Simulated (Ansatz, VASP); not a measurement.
# Two plane-wave programs on TaF3

```xyz
4
Lattice="4.3750 0.0000 0.0000 0.0000 4.3750 0.0000 0.0000 0.0000 3.7793" Properties=species:S:1:pos:R:3 pbc="T T T"
Ta    0.0000    0.0000    0.0000
F     0.0000    2.1875    0.0000
F     2.1875    0.0000    0.0000
F     0.0000    0.0000    1.8896
```

Alike in both runs: task single point; functional PBE; k mesh 8 × 8 × 8; occupations fermi-dirac, width 0.05 eV; no spin polarisation.

|  | VASP | Ansatz |
| --- | --- | --- |
| version | VASP 6.6.1 | Ansatz 0.2.0 |
| potentials or method | VASP PAW PBE potentials, release 64 (Ta_pv, F), cutoff 600 eV | plane waves, PAW |
| valence electrons in the cell | 32 | 34 |

```csv
,VASP,Ansatz,Ansatz less VASP
pressure (GPa),2.3,2.3,-0.02
"traceless stress, the component that is largest in VASP (GPa)",26.63,26.23,-0.404
```

VASP's potentials hold 32 valence electrons a cell and Ansatz's 34, so a difference there can come from the potentials and not from the codes.

Neither program's run includes spin-orbit coupling.
